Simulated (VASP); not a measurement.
# PbF2 (Fm-3m) in VASP: notebook

PbF2 is run at these levels: PBEsol-based global hybrid with 25 % exact exchange, LDA; tasks: single point.

Program: VASP 6.6.1. These are calculated values, not measurements. Logs are shortened: lines on timing, memory, paths and dates and some standing lists are left out, and cuts for length are marked.

**1. The cell of the first run**

The structure is cubic, space group Fm-3m (No. 225). The conventional cell has a = 5.927 Å, b = 5.927 Å, c = 5.927 Å, α = 90.00°, β = 90.00°, γ = 90.00°. Pb (site symmetry m-3m) has 8 F at 2.57 Å within 3.4 Å. Within 3.4 Å of F (site symmetry -43m) lie 4 Pb at 2.57 Å and 6 F at 2.96 Å.

**2. Single point, PBEsol-based global hybrid with 25 % exact exchange**

File POSCAR:

```
PbF2
1.0
    0.0000000000      2.9636600000      2.9636600000
    2.9636600000      0.0000000000      2.9636600000
    2.9636600000      2.9636600000      0.0000000000
Pb F
1 2
Direct
    0.0000000000      0.0000000000      0.0000000000
    0.7500000000      0.7500000000      0.7500000000
    0.2500000000      0.2500000000      0.2500000000
```

File INCAR.step1:

```
PREC = Accurate ; ENCUT = 520
EDIFF = 1E-5 ; ISMEAR = -1
SIGMA = 0.05 ; LREAL = F
LASPH = T ; NELM = 120
ALGO = Normal ; ISIF = 2
LWAVE = T ; NBANDS = 21
GGA = PE ; GGA_COMPAT = F
```

File INCAR.step2:

```
PREC = Accurate ; ENCUT = 520
EDIFF = 1E-6 ; ISMEAR = -1
SIGMA = 0.05 ; LREAL = F
LASPH = T ; NELM = 120
ALGO = Normal ; ISIF = 2
LWAVE = F ; LCHARG = T
GGA = PS ; LHFCALC = T
AEXX = 0.25 ; PRECFOCK = Normal
LELF = T ; LVHAR = T
NBANDS = 21 ; ISTART = 1
GGA_COMPAT = F
```

File KPOINTS:

```
Automatic mesh
0
Gamma
  4 4 4
```

Potentials or basis: VASP PAW PBE potentials, release 64 (Pb_d, F).

Started as:

```sh
$ cat potpaw_PBE.64/Pb_d/POTCAR potpaw_PBE.64/F/POTCAR > POTCAR
$ cp INCAR.step1 INCAR
$ mpirun -np 1 vasp_std > vasp.out
$ cp INCAR.step2 INCAR
$ mpirun -np 1 vasp_std > vasp.out
```

OUTCAR:

```text
PREC = Accurate
   ENCUT = 520
   EDIFF = 1E-6
   ISMEAR = -1
   LREAL = F
   LASPH = T
   NELM = 120
   ISIF = 2
   GGA = PS
   LHFCALC = T
   AEXX = 0.25
   PRECFOCK = Normal
   ISTART = 1

 ion  position               nearest neighbor table
   1  0.000  0.000  0.000-   2 2.57   2 2.57   2 2.57   3 2.57   3 2.57   3 2.57   3 2.57   2 2.57

   2  0.750  0.750  0.750-   1 2.57   1 2.57   1 2.57   1 2.57
   3  0.250  0.250  0.250-   1 2.57   1 2.57   1 2.57   1 2.57

  LATTYP: Found a face centered cubic cell.
 ALAT       =     5.9273200000

  Lattice vectors:

 A1 = (   0.0000000000,   2.9636600000,   2.9636600000)
 A2 = (   2.9636600000,   0.0000000000,   2.9636600000)
 A3 = (   2.9636600000,   2.9636600000,   0.0000000000)

Analysis of symmetry for initial positions (statically):
=====================================================================
 Subroutine PRICEL returns:
 Original cell was already a primitive cell.

 Routine SETGRP: Setting up the symmetry group for a
 face centered cubic supercell.

 Subroutine GETGRP returns: Found 48 space group operations
 (whereof 48 operations were pure point group operations)
 out of a pool of 48 trial point group operations.

The static configuration has the point symmetry O_h .

Analysis of symmetry for dynamics (positions and initial velocities):
=====================================================================
 Subroutine PRICEL returns:
 Original cell was already a primitive cell.

 Routine SETGRP: Setting up the symmetry group for a
 face centered cubic supercell.

 Subroutine GETGRP returns: Found 48 space group operations
 (whereof 48 operations were pure point group operations)
 out of a pool of 48 trial point group operations.

The dynamic configuration has the point symmetry O_h .

 Subroutine INISYM returns: Found 48 space group operations
 (whereof 48 operations are pure point group operations),
 and found     1 'primitive' translations

----------------------------------------------------------------------------------------

                                     Primitive cell

  volume of cell :      52.0613

  direct lattice vectors                    reciprocal lattice vectors
     0.000000000  2.963660000  2.963660000    -0.168710311  0.168710311  0.168710311
[... 74 lines left out ...]
   NSW    =      0    number of steps for IOM
   IBRION =     -1    ionic relax: 0-MD 1-quasi-New 2-CG
   NFREE  =      0    steps in history (QN), initial steepest desc. (CG)
   ISIF   =      2    stress and relaxation
   ISYM   =      3    0-nonsym 1-usesym 2-fastsym
   POTIM  = 0.5000    time-step for ionic-motion
   TEBEG  =    0.0;   TEEND  =   0.0 temperature during run
   PSTRESS=    0.0 pullay stress
   NELECT =      28.0000    total number of electrons
   NUPDOWN=      -1.0000    fix difference up-down
   EMIN   =  10.00;   EMAX   =-10.00  energy-range for DOS
   EFERMI =   0.00;   METHOD = LEGACY
   ISMEAR =    -1;   SIGMA  =   0.05  broadening in eV -4-tet -1-fermi 0-gaus
   EFERMI_NEDOS =   21; number of points for ismear=-14 and -15
   IALGO  =     38    algorithm
   IMIX   =      1    mixing-type and parameters
     AMIX     =   0.40;   BMIX     =  1.00
     AMIX_MAG =   1.60;   BMIX_MAG =  1.00
  volume/ion in A,a.u.               =      17.35       117.11
  Fermi-wavevector in a.u.,A,eV,Ry     =   1.331340  2.515869 24.115883  1.772467
  Thomas-Fermi vector in A             =   2.460359
   LORBIT       =      0    0 simple, 1 ext, 2 COOP (PROOUT), +10 PAW based schemes
   GGA     = PS    functional components
   LHFCALC =     T    Hartree Fock is set to
   PRECFOCK=normal    Normal, Fast or Accurate (Low or Medium for compatibility)
   ENCUT4O =  -1.0   cutoff for four orbital integrals eV
   NKREDX  =     1    reduce k-point grid by
   NKREDY  =     1    reduce k-point grid by
   NKREDZ  =     1    reduce k-point grid by
   AEXX    =    0.2500 exact exchange contribution
   HFSCREEN=    0.0000 screening length (either q_TF or 0.3 A-1)
   HFSCREENC=   0.0000 screening length for correlation (either q_TF or 0.3 A-1)
   ENCUTFOCK=  -1.0 apply spherical cutoff to Coloumb kernel
   IVDW    =     0    specifies the selected vdW correction
   LEPSILON=     F    determine dielectric tensor
   LRPA    =     F    only Hartree local field effects (RPA)
 non-spin polarized calculation
  energy-cutoff  :      520.00
  volume of cell :       52.06
 maximum number of plane-waves:      1424
  NGX = 24; NGY = 24; NGZ = 24

 number of electron      28.0000005 magnetization

 Free energy of the ion-electron system (eV)
  ---------------------------------------------------
  ext. energy  EPLUGINS =         0.00000000
  ---------------------------------------------------
  free energy    TOTEN  =       -19.51075082 eV

  energy without entropy =      -19.51075082  energy(sigma->0) =      -19.51075082

 E-fermi :   1.5235     XC(G=0):  -7.5690

 val. band max:        0.4276302125   @ k =  -0.2500   0.5000   0.2500
 cond. band min:       6.8043221845   @ k =   0.5000   0.5000   0.0000
 fundamental gap:      6.3766919720
 Fermi energy:         1.5235053609

 k-point     1 :       0.0000    0.0000    0.0000
  band No.  band energies     occupation
      1     -22.8093      2.00000
      2     -22.1569      2.00000
      3     -15.1598      2.00000
      4     -15.1598      2.00000
      5     -15.1598      2.00000
      6     -15.0716      2.00000
[... 181 lines left out ...]
     20      18.9442      0.00000
     21      18.9442      0.00000

------------------------ aborting loop because EDIFF is reached ----------------------------------------

  FORCE on cell =-STRESS in cart. coord.  units (eV):
  Direction    XX          YY          ZZ          XY          YZ          ZX
  --------------------------------------------------------------------------------------
  -------------------------------------------------------------------------------------
  Total       -0.7110326     -0.7110326     -0.7110326      0.0000000      0.0000000      0.0000000
  in kB      -21.8818982    -21.8818982    -21.8818982      0.0000000      0.0000000      0.0000000
  external PRESSURE =     -21.8818982 kB  Pullay stress =       0.0000000 kB

 VOLUME and BASIS-vectors are now :
 -----------------------------------------------------------------------------
  energy-cutoff  :      520.00
  volume of cell :       52.06
      direct lattice vectors                 reciprocal lattice vectors
     0.000000000  2.963660000  2.963660000    -0.168710311  0.168710311  0.168710311
     2.963660000  0.000000000  2.963660000     0.168710311 -0.168710311  0.168710311
     2.963660000  2.963660000  0.000000000     0.168710311  0.168710311 -0.168710311

 POSITION                                       TOTAL-FORCE (eV/Angst)
 -----------------------------------------------------------------------------------
      0.00000      0.00000      0.00000        -0.000000     -0.000000     -0.000000
      4.44549      4.44549      4.44549        -0.000000     -0.000000     -0.000000
      1.48183      1.48183      1.48183         0.000000      0.000000      0.000000
 -----------------------------------------------------------------------------------
    total drift:                               -0.000001     -0.000001     -0.000001

  FREE ENERGIE OF THE ION-ELECTRON SYSTEM (eV)
  ---------------------------------------------------
  free  energy   TOTEN  =       -19.5107508166 eV

  energy  without entropy=      -19.5107508165  energy(sigma->0) =      -19.51075082
```

OUTCAR.step1:

```text
PREC = Accurate
   ENCUT = 520
   EDIFF = 1E-5
   ISMEAR = -1
   LREAL = F
   LASPH = T
[... 397 lines left out ...]
      0.00000      0.00000      0.00000        -0.000000     -0.000000     -0.000000
      4.44549      4.44549      4.44549        -0.000000     -0.000000      0.000000
      1.48183      1.48183      1.48183         0.000000      0.000000      0.000000
 -----------------------------------------------------------------------------------
    total drift:                                0.000000     -0.000000      0.000000

  FREE ENERGIE OF THE ION-ELECTRON SYSTEM (eV)
  ---------------------------------------------------
  free  energy   TOTEN  =       -14.3337484758 eV

  energy  without entropy=      -14.3337484758  energy(sigma->0) =      -14.33374848
```

It took 13 min on 1 thread of Intel Xeon Platinum 8259CL at 2.50GHz (Skylake/Cascade Lake), shared host; peak memory 0.19 GiB.

What came out:

| Item | Value |
| --- | --- |
| Free energy | -19.5108 eV |
| Pressure | -2.2 GPa |
| Band gap on the k mesh | 6.38 eV (least direct gap 6.52 eV) |

Levels at points of the mesh, in eV from the valence-band top:
```csv
k point,band 11,band 12,band 13,band 14,band 15,band 16,band 17,band 18
"(0.00, 0.00, 0.00)",-3.17,-2.63,-2.63,-2.63,8.87,8.87,8.87,12.62
"(0.50, 0.00, 0.00)",-3.36,-2.81,-2.81,-0.12,6.96,9.85,9.85,15.28
"(0.50, 0.50, 0.00)",-2.18,-2.18,-2.18,-0.14,6.38,10.11,10.11,10.89
```

Caveat: the k points lie up to 0.46 Å⁻¹ apart; the PAW data sets were made with another functional, which shifts forces and pressure a little; spin-orbit coupling is left out, which moves the levels of the heavy elements.

**3. Single point, LDA**

This run uses another cell than the first one, of 16.36 Å³/atom.

File INCAR:

```
SYSTEM = PbF2
PREC = Accurate ; ENCUT = 600
EDIFF = 1E-6 ; ISMEAR = -1
SIGMA = 0.05 ; LREAL = .FALSE.
LASPH = .TRUE. ; NELM = 120
ALGO = Normal ; ISIF = 2
LWAVE = .FALSE. ; LCHARG = .TRUE.
GGA = CA ; LELF = .TRUE.
LVHAR = .TRUE. ; NBANDS = 21
GGA_COMPAT = .FALSE.
```

File KPOINTS:

```
regular mesh
0
G
  8 8 8
  0 0 0
```

File POSCAR:

```
PbF2
1.0
    0.0000000000      2.9059511823      2.9059511823
    2.9059511823      0.0000000000      2.9059511823
    2.9059511823      2.9059511823      0.0000000000
Pb F
1 2
Direct
    0.0000000000      0.0000000000      0.0000000000
    0.7500000000      0.7500000000      0.7500000000
    0.2500000000      0.2500000000      0.2500000000
```

Potentials or basis: VASP PAW LDA potentials, release 64 (Pb_d, F).

Started as:

```sh
$ cat potpaw_LDA.64/Pb_d/POTCAR potpaw_LDA.64/F/POTCAR > POTCAR
$ mpirun -np 1 vasp_std > vasp.out
```

Wall time 28 s (1 thread of Intel Xeon Platinum 8375C at 2.90GHz (Ice Lake), shared host); peak memory 0.18 GiB.

The run converged. Its results:

| Quantity | Value |
| --- | --- |
| Free energy | -15.9582 eV |
| Pressure | 0.0 GPa |
| Band gap on the k mesh | 4.20 eV (least direct gap 4.37 eV) |

Levels at points of the mesh, in eV from the valence-band top:
```tsv
k point	band 10	band 11	band 12	band 13	band 14	band 15	band 16	band 17	band 18	band 19
(0.00, 0.00, 0.00)	-2.91	-2.91	-2.39	-2.39	-2.39	6.61	6.61	6.61	10.38	14.94
(0.50, 0.00, 0.00)	-3.18	-3.18	-2.56	-2.56	-0.06	4.79	7.67	7.67	12.90	13.50
(0.50, 0.50, 0.00)	-4.16	-1.93	-1.91	-1.91	-0.17	4.20	7.94	7.94	8.38	14.18
```

Caveat: spin-orbit coupling is left out, which moves the levels of the heavy elements.
